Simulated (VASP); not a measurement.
Runs of VASP 6.6.1 on Cu. The structure is that of space group I4/mmm (No. 139), or close to it. The cells are those of the table. 

```csv
potentials or basis,cell,cutoff (eV),second run,gap on the mesh (eV),pressure (GPa)
"VASP PAW PBE potentials, release 64 (Cu_sv_GW)","a = 2.565, b = 2.565, c = 3.421 Å, 2 atoms",700,valence_matched,none,(b)
"VASP PAW PBE potentials, release 64 (Cu)","a = 2.591, b = 2.591, c = 3.350 Å, 2 atoms",520,-,none,(a)
"VASP PAW PBE potentials, release 64 (Cu)","a = 2.545, b = 2.545, c = 3.421 Å, 2 atoms",520,-,none,4.4
"VASP PAW PBE potentials, release 64 (Cu)","a = 2.565, b = 2.565, c = 3.421 Å, 2 atoms",520,-,none,2.3
"VASP PAW PBE potentials, release 64 (Cu)","a = 2.558, b = 2.558, c = 3.350 Å, 2 atoms",520,-,none,7.7
```

Alike in all rows: task single point; level PBEsol; no spin polarisation; k mesh 20 × 20 × 14; smearing gaussian 0.1 eV.

Question: Estimate the missing entries.

Answer: (a) 2.0; (b) -3.7.

Caveats: the PAW data sets were made with another functional, which shifts forces and pressure a little.

A gap of «none» marks levels without a gap at the run's occupations.

The runs don't all hold the same shells in valence.
